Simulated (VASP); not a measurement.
# GaN (F-43m) in VASP: single point with r2SCAN+rVV10

Aim: the single point of GaN with r2SCAN+rVV10.

All numbers are computed with VASP 6.6.1; they aren't measurements. Logs are shortened: lines on timing, memory, paths and dates and some standing lists are left out, and cuts for length are marked.

## (1) The cell of the first run

The structure is cubic, space group F-43m (No. 216). The conventional cell has a = 4.488 Å, b = 4.488 Å, c = 4.488 Å, α = 90.00°, β = 90.00°, γ = 90.00°. Within 2.6 Å of Ga (site symmetry -43m) lie 4 N at 1.94 Å. N (site symmetry -43m) has 4 Ga at 1.94 Å within 2.6 Å.

## (2) Single point, r2SCAN+rVV10

POSCAR

```
GaN
1.0
    1.5868966310      0.9161951959      2.5913936004
   -1.5868966310      0.9161951959      2.5913936004
    0.0000000000     -1.8323903953      2.5913935992
Ga N
1 1
Direct
    1.0412164410      1.0412164410      1.0412164410
    0.2912165590      0.2912165590      0.2912165590
```

INCAR.step1

```
  PREC = Accurate
  ENCUT = 1460
  ISMEAR = -1
  SIGMA = 0.03
  LREAL = F
  LASPH = T
  NELM = 120
  NBANDS = 16
  GGA = PE
  ALGO = Normal
  EDIFF = 1E-5
  LWAVE = T
  LCHARG = F
  GGA_COMPAT = F
```

INCAR.step2

```
  PREC = Accurate
  ENCUT = 1460
  EDIFF = 1E-6
  ISMEAR = -1
  SIGMA = 0.03
  LREAL = F
  LASPH = T
  NELM = 120
  ALGO = Normal
  ISIF = 2
  LWAVE = F
  LCHARG = F
  METAGGA = R2SCAN
  LMIXTAU = T
  LUSE_VDW = T
  IVDW_NL = 2
  BPARAM = 11.95
  CPARAM = 0.0093
  NBANDS = 16
  ISTART = 1
  GGA_COMPAT = F
```

KPOINTS

```
Automatic mesh
0
Gamma
  10 10 10
```

Potentials or basis: VASP PAW PBE potentials, release 64 (Ga_d, N_h).

Command:

```
$ cat potpaw_PBE.64/Ga_d/POTCAR potpaw_PBE.64/N_h/POTCAR > POTCAR
$ cp INCAR.step1 INCAR
$ mpirun -np 1 vasp_std > vasp.out
$ cp INCAR.step2 INCAR
$ mpirun -np 1 vasp_std > vasp.out
```

OUTCAR:

```text
PREC = Accurate
   ENCUT = 1460
   EDIFF = 1E-6
   ISMEAR = -1
   LREAL = F
   LASPH = T
   NELM = 120
   ISIF = 2
   METAGGA = R2SCAN
   IVDW_NL = 2
   BPARAM = 11.95
   ISTART = 1

 ion  position               nearest neighbor table
   1  0.041  0.041  0.041-   2 1.94   2 1.94   2 1.94   2 1.94
   2  0.291  0.291  0.291-   1 1.94   1 1.94   1 1.94   1 1.94

  LATTYP: Found a face centered cubic cell.
 ALAT       =     4.4884240768

  Lattice vectors:

 A1 = (   1.5868966310,   0.9161951959,   2.5913936004)
 A2 = (  -1.5868966310,   0.9161951959,   2.5913936004)
 A3 = (   0.0000000000,  -1.8323903953,   2.5913935992)

Analysis of symmetry for initial positions (statically):
=====================================================================
 Subroutine PRICEL returns:
 Original cell was already a primitive cell.

 Routine SETGRP: Setting up the symmetry group for a
 face centered cubic supercell.

 Subroutine GETGRP returns: Found 24 space group operations
 (whereof  6 operations were pure point group operations)
 out of a pool of 48 trial point group operations.

The static configuration has the point symmetry C_3v.
 The point group associated with its full space group is T_d .

Analysis of symmetry for dynamics (positions and initial velocities):
=====================================================================
 Subroutine PRICEL returns:
 Original cell was already a primitive cell.

 Routine SETGRP: Setting up the symmetry group for a
 face centered cubic supercell.

 Subroutine GETGRP returns: Found 24 space group operations
 (whereof  6 operations were pure point group operations)
 out of a pool of 48 trial point group operations.

The dynamic configuration has the point symmetry C_3v.
 The point group associated with its full space group is T_d .

 Subroutine INISYM returns: Found 24 space group operations
 (whereof  6 operations are pure point group operations),
 and found     1 'primitive' translations

----------------------------------------------------------------------------------------

                                     Primitive cell

  volume of cell :      22.6059

  direct lattice vectors                    reciprocal lattice vectors
     1.586896631  0.916195196  2.591393600     0.315080384  0.181911745  0.128630916
    -1.586896631  0.916195196  2.591393600    -0.315080384  0.181911745  0.128630916
     0.000000000 -1.832390395  2.591393599     0.000000000 -0.363823489  0.128630916

  length of vectors
     3.173795102  3.173795102  3.173795102     0.385893047  0.385893047  0.385893047

  position of ions in fractional coordinates (direct lattice)
     0.041216441  0.041216441  0.041216441
     0.291216559  0.291216559  0.291216559

  ion indices of the primitive-cell ions
   primitive index   ion index
                 1           1
                 2           2

----------------------------------------------------------------------------------------

 KPOINTS: Automatic mesh

Automatic generation of k-mesh.
 Grid dimensions read from file:
 generate k-points for:   10   10   10

 Generating k-lattice:

  Cartesian coordinates                     Fractional coordinates (reciprocal lattice)
     0.031508038  0.018191174  0.012863092     0.100000000  0.000000000  0.000000000
    -0.031508038  0.018191174  0.012863092     0.000000000  0.100000000  0.000000000
     0.000000000 -0.036382349  0.012863092    -0.000000000 -0.000000000  0.100000000

  Length of vectors
     0.038589305  0.038589305  0.038589305

  Shift w.r.t. Gamma in fractional coordinates (k-lattice)
     0.000000000  0.000000000  0.000000000

 Subroutine IBZKPT returns following result:
 ===========================================

 Found     47 irreducible k-points:

 Following reciprocal coordinates:
            Coordinates               Weight
  0.000000  0.000000  0.000000      1.000000
  0.100000 -0.000000  0.000000      8.000000
  0.200000 -0.000000  0.000000      8.000000
  0.300000  0.000000  0.000000      8.000000
  0.400000  0.000000  0.000000      8.000000
  0.500000  0.000000  0.000000      4.000000
[... 16 lines left out ...]
  0.300000  0.300000  0.000000      6.000000
  0.400000  0.300000 -0.000000     24.000000
 [... further k-points ...]
   k-points           NKPTS =     47   k-points in BZ     NKDIM =     47   number of bands    NBANDS=     16
   number of dos      NEDOS =    301   number of ions     NIONS =      2
   total plane-waves  NPLWV =  64000
   dimension x,y,z NGX =    40 NGY =   40 NGZ =   40
   dimension x,y,z NGXF=    80 NGYF=   80 NGZF=   80
   ions per type =               1   1
   NGX,Y,Z   is equivalent  to a cutoff of  20.95, 20.95, 20.95 a.u.
   NGXF,Y,Z  is equivalent  to a cutoff of  41.90, 41.90, 41.90 a.u.
 SYSTEM =  unknown system
   PREC   = accura    normal or accurate (medium, high low for compatibility)
   ISTART =      1    job   : 0-new  1-cont  2-samecut
   ICHARG =      0    charge: 1-file 2-atom 10-const
   ISPIN  =      1    spin polarized calculation?
   LNONCOLLINEAR =      F non collinear calculations
   LSORBIT =      F    spin-orbit coupling
   LASPH  =      T    aspherical Exc in radial PAW
   ENCUT  = 1460.0 eV 107.31 Ry   10.36 a.u.   9.89  9.89  9.89*2*pi/ulx,y,z
   NELM   =    120;   NELMIN=  2; NELMDL=  0     # of ELM steps
   EDIFF  = 0.1E-05   stopping-criterion for ELM
   LREAL  =      F    real-space projection
[... 7 lines left out ...]
   TEBEG  =    0.0;   TEEND  =   0.0 temperature during run
   PSTRESS=    0.0 pullay stress
   NELECT =      18.0000    total number of electrons
   NUPDOWN=      -1.0000    fix difference up-down
   EMIN   =  10.00;   EMAX   =-10.00  energy-range for DOS
   EFERMI =   0.00;   METHOD = LEGACY
   ISMEAR =    -1;   SIGMA  =   0.03  broadening in eV -4-tet -1-fermi 0-gaus
   EFERMI_NEDOS =   21; number of points for ismear=-14 and -15
   IALGO  =     38    algorithm
   IMIX   =      4    mixing-type and parameters
     AMIX     =   0.40;   BMIX     =  1.00
     AMIX_MAG =   1.60;   BMIX_MAG =  1.00
  volume/ion in A,a.u.               =      11.30        76.28
  Fermi-wavevector in a.u.,A,eV,Ry     =   1.517371  2.867416 31.326273  2.302416
  Thomas-Fermi vector in A             =   2.626636
   LORBIT       =      0    0 simple, 1 ext, 2 COOP (PROOUT), +10 PAW based schemes
   METAGGA = R2SCAN    functional components
   LHFCALC =     F    Hartree Fock is set to
   AEXX    =    0.0000 exact exchange contribution
   IVDW_NL    =     2    kernel type
   BPARAM     =11.9500
   IVDW    =     0    specifies the selected vdW correction
   LEPSILON=     F    determine dielectric tensor
   LRPA    =     F    only Hartree local field effects (RPA)
 non-spin polarized calculation
  energy-cutoff  :     1460.00
  volume of cell :       22.61
 maximum number of plane-waves:      2884
   NGX = 19   NGY = 19   NGZ = 19

 number of electron      18.0000001 magnetization

 Free energy of the ion-electron system (eV)
  ---------------------------------------------------
  ext. energy  EPLUGINS =         0.00000000
  ---------------------------------------------------
  free energy    TOTEN  =       -21.39898098 eV

  energy without entropy =      -21.39898098  energy(sigma->0) =      -21.39898098

 E-fermi :   6.0284     XC(G=0): -12.7518

 val. band max:        5.4369105687   @ k =   0.0000   0.0000   0.0000
 cond. band min:       7.6027128206   @ k =   0.0000   0.0000   0.0000
 fundamental gap:      2.1658022519
 Fermi energy:         6.0283529499

 k-point     1 :       0.0000    0.0000    0.0000
  band No.  band energies     occupation
      1     -11.4115      2.00000
      2      -8.3827      2.00000
      3      -8.3827      2.00000
      4      -8.3827      2.00000
      5      -8.0171      2.00000
      6      -8.0171      2.00000
[... 8 lines left out ...]
     15      25.2063      0.00000
     16      25.2063      0.00000

 k-point     2 :       0.1000   -0.0000    0.0000
  band No.  band energies     occupation
      1     -11.2975      2.00000
      2      -8.3680      2.00000
      3      -8.3679      2.00000
      4      -8.3436      2.00000
      5      -8.0184      2.00000
      6      -8.0184      2.00000
[... 8 lines left out ...]
     15      23.7903      0.00000
     16      23.8843      0.00000

 k-point     3 :       0.2000   -0.0000    0.0000
  band No.  band energies     occupation
      1     -11.0039      2.00000
      2      -8.3332      2.00000
      3      -8.3332      2.00000
      4      -8.1855      2.00000
      5      -8.0172      2.00000
      6      -8.0172      2.00000
[... 8 lines left out ...]
     15      23.0000      0.00000
     16      23.0000      0.00000

 k-point     4 :       0.3000    0.0000    0.0000
  band No.  band energies     occupation
      1     -10.6712      2.00000
      2      -8.3010      2.00000
      3      -8.3010      2.00000
      4      -8.0039      2.00000
      5      -8.0039      2.00000
      6      -7.8120      2.00000
[... 8 lines left out ...]
     15      23.5713      0.00000
     16      23.5713      0.00000
[... 324 lines left out ...]
 k-point    22 :      -0.2000    0.2000    0.0000
  band No.  band energies     occupation
      1     -10.5679      2.00000
      2      -8.2802      2.00000
      3      -8.2695      2.00000
      4      -8.0402      2.00000
      5      -8.0366      2.00000
      6      -7.6391      2.00000
[... 8 lines left out ...]
     15      23.8533      0.00000
     16      27.1061      0.00000

 k-point    23 :       0.3000    0.3000    0.0000
  band No.  band energies     occupation
      1     -10.4668      2.00000
      2      -8.2080      2.00000
      3      -8.1766      2.00000
      4      -8.1766      2.00000
      5      -7.9633      2.00000
      6      -7.6359      2.00000
[... 8 lines left out ...]
     15      28.3557      0.00000
     16      29.1242      0.00000

 k-point    24 :       0.4000    0.3000   -0.0000
  band No.  band energies     occupation
      1     -10.3135      2.00000
      2      -8.2267      2.00000
      3      -8.1379      2.00000
      4      -8.1350      2.00000
      5      -7.9530      2.00000
      6      -7.2159      2.00000
[... 8 lines left out ...]
     15      28.8566      0.00000
     16      28.9674      0.00000

 [... further k-points ...]

------------------------ aborting loop because EDIFF is reached ----------------------------------------

  FORCE on cell =-STRESS in cart. coord.  units (eV):
  Direction    XX          YY          ZZ          XY          YZ          ZX
  --------------------------------------------------------------------------------------
  -------------------------------------------------------------------------------------
  Total        0.1372346      0.1372346      0.1372348      0.0000000     -0.0000000      0.0000000
  in kB        9.7264153      9.7264153      9.7264322      0.0000000     -0.0000000      0.0000000
  external PRESSURE =       9.7264210 kB  Pullay stress =       0.0000000 kB

 VOLUME and BASIS-vectors are now :
 -----------------------------------------------------------------------------
  energy-cutoff  :     1460.00
  volume of cell :       22.61
      direct lattice vectors                 reciprocal lattice vectors
     1.586896631  0.916195196  2.591393600     0.315080384  0.181911745  0.128630916
    -1.586896631  0.916195196  2.591393600    -0.315080384  0.181911745  0.128630916
     0.000000000 -1.832390395  2.591393599     0.000000000 -0.363823489  0.128630916

 POSITION                                       TOTAL-FORCE (eV/Angst)
 -----------------------------------------------------------------------------------
      0.00000     -0.00000      0.32042        -0.000000     -0.000000      0.000000
      0.00000     -0.00000      2.26397         0.000000      0.000000     -0.000000
 -----------------------------------------------------------------------------------
    total drift:                                0.000000      0.000000     -0.000752

  FREE ENERGIE OF THE ION-ELECTRON SYSTEM (eV)
  ---------------------------------------------------
  free  energy   TOTEN  =       -21.3989809770 eV

  energy  without entropy=      -21.3989809770  energy(sigma->0) =      -21.39898098
```

Run time: 4.9 min. Hardware: 1 thread of Intel Xeon Platinum 8559C (Emerald Rapids), shared host; peak memory 0.54 GiB.

What came out:

```
Free energy            : -21.3990 eV
Pressure               : 1.0 GPa
Band gap on the k mesh : 2.17 eV
```

Levels at points of the mesh, in eV from the valence-band top:
```csv
k point,band 5,band 6,band 7,band 8,band 9,band 10,band 11,band 12,band 13,band 14
"(0.00, 0.00, 0.00)",-13.45,-13.45,0.00,0.00,0.00,2.17,11.07,11.07,11.07,18.66
"(0.50, 0.00, 0.00)",-13.41,-12.33,-7.26,-1.01,-1.01,5.22,9.46,11.04,11.04,16.55
"(0.50, 0.50, 0.00)",-13.37,-11.96,-6.28,-2.83,-2.83,3.72,7.29,12.62,15.06,15.06
```

Caveat: the PAW data sets were made with another functional, which shifts forces and pressure a little.
